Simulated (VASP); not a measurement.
# Ti (Fd-3m) in VASP: a series of runs, part 2 of 2

VASP 6.6.1. Earlier steps stand in the parts before.

### 3 Relaxation of cell and atoms, LDA

This run uses another cell than the first one, of 19.95 Å³/atom.

Contents of INCAR:

```
SYSTEM = Ti
PREC     = Accurate       ! precision mode
ENCUT    = 600            ! plane-wave cutoff, eV
EDIFF    = 1E-6           ! SCF threshold, eV
ISMEAR   = 1              ! smearing method
SIGMA    = 0.05           ! smearing width, eV
LREAL    = .False.        ! projectors in reciprocal space
LASPH    = .True.         ! aspherical terms in the spheres
NELM     = 100            ! most SCF steps
ALGO     = Normal         ! electronic algorithm
ISIF     = 3              ! what is computed and relaxed
LWAVE    = .False.        ! write WAVECAR
LCHARG   = .False.        ! write CHGCAR
GGA      = CA             ! functional
IBRION   = 2              ! ionic algorithm
NSW      = 80             ! ionic steps
EDIFFG   = -0.02          ! ionic threshold
```

Contents of KPOINTS:

```
Automatic mesh
0
Gamma
  7 7 7
  0 0 0
```

Contents of POSCAR:

```
Ti
1.0
    0.0000000000      2.7123089807      2.7123089807
    2.7123089807      0.0000000000      2.7123089807
    2.7123089807      2.7123089807      0.0000000000
Ti
2
Direct
    0.0000000000      0.0000000000      0.0000000000
    0.2500000000      0.2500000000      0.2500000000
```

Potentials or basis: VASP PAW LDA potentials, release 64 (Ti_sv).

On the command line:

```bash
$ cat potpaw_LDA.64/Ti_sv/POTCAR > POTCAR
$ mpirun -np 1 vasp_std > vasp.out
```

OUTCAR:

```text
SYSTEM = Ti
   PREC = Accurate
   ENCUT = 600
   EDIFF = 1E-6
   ISMEAR = 1
   LREAL = .False.
   LASPH = .True.
   NELM = 100
   ISIF = 3
   GGA = CA
   IBRION = 2
   NSW = 80
   EDIFFG = -0.02

 ion  position               nearest neighbor table
   1  0.000  0.000  0.000-   2 2.35   2 2.35   2 2.35   2 2.35
   2  0.250  0.250  0.250-   1 2.35   1 2.35   1 2.35   1 2.35

  LATTYP: Found a face centered cubic cell.
 ALAT       =     5.4246179614

  Lattice vectors:

 A1 = (   0.0000000000,   2.7123089807,   2.7123089807)
 A2 = (   2.7123089807,   0.0000000000,   2.7123089807)
 A3 = (   2.7123089807,   2.7123089807,   0.0000000000)

Analysis of symmetry for initial positions (statically):
=====================================================================
 Subroutine PRICEL returns:
 Original cell was already a primitive cell.

 Routine SETGRP: Setting up the symmetry group for a
 face centered cubic supercell.

 Subroutine GETGRP returns: Found 48 space group operations
 (whereof 24 operations were pure point group operations)
 out of a pool of 48 trial point group operations.

The static configuration has the point symmetry T_d .
 The point group associated with its full space group is O_h .

Analysis of symmetry for dynamics (positions and initial velocities):
=====================================================================
 Subroutine PRICEL returns:
 Original cell was already a primitive cell.

 Routine SETGRP: Setting up the symmetry group for a
 face centered cubic supercell.

 Subroutine GETGRP returns: Found 48 space group operations
 (whereof 24 operations were pure point group operations)
 out of a pool of 48 trial point group operations.

The dynamic configuration has the point symmetry T_d .
 The point group associated with its full space group is O_h .

 Subroutine INISYM returns: Found 48 space group operations
 (whereof 24 operations are pure point group operations),
 and found     1 'primitive' translations

[... 96 lines left out ...]
   ISYM   =      2    0-nonsym 1-usesym 2-fastsym
   POTIM  = 0.5000    time-step for ionic-motion
   TEBEG  =    0.0;   TEEND  =   0.0 temperature during run
   PSTRESS=    0.0 pullay stress
   NELECT =      24.0000    total number of electrons
   NUPDOWN=      -1.0000    fix difference up-down
   EMIN   =  10.00;   EMAX   =-10.00  energy-range for DOS
   EFERMI =   0.00;   METHOD = LEGACY
   ISMEAR =     1;   SIGMA  =   0.05  broadening in eV -4-tet -1-fermi 0-gaus
   EFERMI_NEDOS =   21; number of points for ismear=-14 and -15
   IALGO  =     38    algorithm
   IMIX   =      4    mixing-type and parameters
     AMIX     =   0.40;   BMIX     =  1.00
     AMIX_MAG =   1.60;   BMIX_MAG =  1.00
  volume/ion in A,a.u.               =      19.95       134.65
  Fermi-wavevector in a.u.,A,eV,Ry     =   1.381856  2.611329 25.980674  1.909526
  Thomas-Fermi vector in A             =   2.506601
   LORBIT       =      0    0 simple, 1 ext, 2 COOP (PROOUT), +10 PAW based schemes
   GGA     = CA    functional components
   LHFCALC =     F    Hartree Fock is set to
   AEXX    =    0.0000 exact exchange contribution
   IVDW    =     0    specifies the selected vdW correction
   LEPSILON=     F    determine dielectric tensor
   LRPA    =     F    only Hartree local field effects (RPA)
 conjugate gradient relaxation of ions
 non-spin polarized calculation
 Methfessel and Paxton  Order N= 1 SIGMA  =   0.05
  energy-cutoff  :      600.00
  volume of cell :       39.91
 maximum number of plane-waves:      1363
   NGX = 15   NGY = 15   NGZ = 15

--------------------------------------- Ionic step        1  -------------------------------------------

 number of electron      24.0000004 magnetization

 Free energy of the ion-electron system (eV)
  ---------------------------------------------------
  ext. energy  EPLUGINS =         0.00000000
  ---------------------------------------------------
  free energy    TOTEN  =       -12.52026489 eV

  energy without entropy =      -12.51963971  energy(sigma->0) =      -12.52005649

------------------------ aborting loop because EDIFF is reached ----------------------------------------

  FORCE on cell =-STRESS in cart. coord.  units (eV):
  Direction    XX          YY          ZZ          XY          YZ          ZX
  --------------------------------------------------------------------------------------
  -------------------------------------------------------------------------------------
  Total       -0.2896497     -0.2896497     -0.2896497      0.0000000      0.0000000      0.0000000
  in kB      -11.6288363    -11.6288363    -11.6288363      0.0000000      0.0000000      0.0000000
  external PRESSURE =     -11.6288363 kB  Pullay stress =       0.0000000 kB
[... 167 lines left out ...]
--------------------------------------- Ionic step        6  -------------------------------------------

 number of electron      23.9999998 magnetization

 Free energy of the ion-electron system (eV)
  ---------------------------------------------------
  ext. energy  EPLUGINS =         0.00000000
  ---------------------------------------------------
  free energy    TOTEN  =       -12.53209666 eV

  energy without entropy =      -12.53120228  energy(sigma->0) =      -12.53179854

 E-fermi :   6.8570     XC(G=0): -11.0458

 val. band max:        6.8416011295   @ k =   0.2857   0.2857   0.0000
 cond. band min:       6.8593298639   @ k =   0.2857   0.1429   0.0000
 fundamental gap:      0.0177287344
 Fermi energy:         6.8569726535

 k-point     1 :       0.0000    0.0000    0.0000
  band No.  band energies     occupation
      1     -49.1708      2.00000
      2     -48.2147      2.00000
      3     -26.0464      2.00000
      4     -26.0464      2.00000
      5     -26.0464      2.00000
      6     -24.8745      2.00000
[... 398 lines left out ...]
  FREE ENERGIE OF THE ION-ELECTRON SYSTEM (eV)
  ---------------------------------------------------
  free  energy   TOTEN  =       -12.5320966626 eV

  energy  without entropy=      -12.5312022816  energy(sigma->0) =      -12.53179854

 reached required accuracy - stopping structural energy minimisation
```

OSZICAR:

```text
N       E                     dE             d eps       ncg     rms          rms(c)
DAV:   1     0.268881610032E+03    0.26888E+03   -0.14254E+04   640   0.197E+03
DAV:   2     0.100021850985E+02   -0.25888E+03   -0.25737E+03   680   0.509E+02
DAV:   3    -0.119607444894E+02   -0.21963E+02   -0.21770E+02  1256   0.133E+02
[... 67 lines left out ...]
DAV:   4    -0.125313811438E+02   -0.58114E-03   -0.18753E-03  1016   0.210E-01    0.873E-02
DAV:   5    -0.125320147313E+02   -0.63359E-03   -0.13741E-03   880   0.177E-01    0.318E-02
DAV:   6    -0.125320847800E+02   -0.70049E-04   -0.13956E-04   912   0.825E-02    0.159E-02
DAV:   7    -0.125320957999E+02   -0.11020E-04   -0.33760E-05   816   0.427E-02    0.182E-03
DAV:   8    -0.125320966626E+02   -0.86266E-06   -0.58908E-06   856   0.153E-02
   6 F= -.12532097E+02 E0= -.12531799E+02  d E =-.118318E-01
```

CONTCAR:

```text
Ti
   1.00000000000000
     0.0000000000000000    2.6657552335900423    2.6657552335900423
     2.6657552335900423    0.0000000000000000    2.6657552335900423
     2.6657552335900423    2.6657552335900423   -0.0000000000000000
  Ti
     2
Direct
     0.0000000000000000    0.0000000000000000    0.0000000000000000
     0.2500000000000000    0.2500000000000000    0.2500000000000000

  0.00000000E+00  0.00000000E+00  0.00000000E+00
  0.00000000E+00  0.00000000E+00  0.00000000E+00
```

Run time: 60 s. Hardware: 1 thread of Intel Xeon Platinum 8259CL at 2.50GHz (Skylake/Cascade Lake), shared host; peak memory 0.16 GiB.

Results:

* Free energy: -12.5321 eV
* Relaxed volume: 18.94 Å³/atom
* Relaxed cell: a = 3.770 Å, b = 3.770 Å, c = 3.770 Å, α = 60.00°, β = 60.00°, γ = 60.00°
* Space group after relaxing (to 0.1 Å): Fd-3m (No. 227)
* Energy gained by relaxing: 5.9 meV/atom
* Ionic steps: 6
* Pressure after relaxing: 0.0 GPa
* Band gap on the k mesh: zero (bands 12 and 13 overlap by 0.37 eV)

Step by step:
```
step  energy change (eV)  largest force (eV/Å)  pressure (GPa)  volume (Å³)
   1              0.0000                0.0000           -1.16        39.91
   2             -0.0057                0.0000           -1.14        39.08
   3             -0.0027                0.0000            2.16        36.65
   4             -0.0113                0.0000           -0.55        38.19
   5             -0.0113                0.0000            0.56        37.58
   6             -0.0118                0.0000            0.02        37.89
```

Final structure:
```cif
data_structure
_symmetry_space_group_name_H-M 'P 1'
_symmetry_Int_Tables_number 1
_cell_length_a 3.7699
_cell_length_b 3.7699
_cell_length_c 3.7699
_cell_angle_alpha 60.000
_cell_angle_beta 60.000
_cell_angle_gamma 60.000
_cell_volume 37.89
loop_
_atom_site_label
_atom_site_type_symbol
_atom_site_fract_x
_atom_site_fract_y
_atom_site_fract_z
_atom_site_occupancy
Ti1 Ti 0.00000 0.00000 0.00000 1
Ti2 Ti 0.25000 0.25000 0.25000 1
```

Levels at points of the mesh, in eV from the Fermi level:
```
           k point  band 8  band 9  band 10  band 11  band 12  band 13  band 14  band 15  band 16
(0.00, 0.00, 0.00)  -31.73   -5.10    -0.98    -0.98    -0.17    -0.17    -0.17     2.02     2.02
```
